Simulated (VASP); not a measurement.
Here is a VASP 6.6.1 calculation.

File INCAR:

```
ALGO = Normal
EDIFF = 1E-7
ENCUT = 520
GGA = PS
ISIF = 2
ISMEAR = 0
LASPH = True
LCHARG = False
LREAL = False
LWAVE = False
NBANDS = 11
NELM = 100
PREC = Accurate
SIGMA = 0.1
```

KPOINTS

```
k-points
0
Gamma
  6 6 6
```

The input POSCAR:

```
Hf
1.0
    2.8566409408      0.0000000000      0.0000000000
    0.0000000000      2.8566409408      0.0000000000
    0.0000000000      0.0000000000      2.8566409408
Hf
1
Direct
    0.0000000000      0.0000000000      0.0000000000
```

Potentials or basis: VASP PAW PBE potentials, release 64 (Hf_pv).

Run with:

```sh
$ cat potpaw_PBE.64/Hf_pv/POTCAR > POTCAR
$ mpirun -np 1 vasp_std > vasp.out
```

Q: What does it give for the band gap on the k mesh?

A: Zero (bands 5 and 6 overlap by 2.43 eV).

Q: What does it give for the pressure?

A: 0.0 GPa.

Caveat: the k points lie up to 0.37 Å⁻¹ apart, too coarse for converged energies and pressures of a metal; the PAW data sets were made with another functional, which shifts forces and pressure a little; spin-orbit coupling is left out, which moves the levels of the heavy elements.
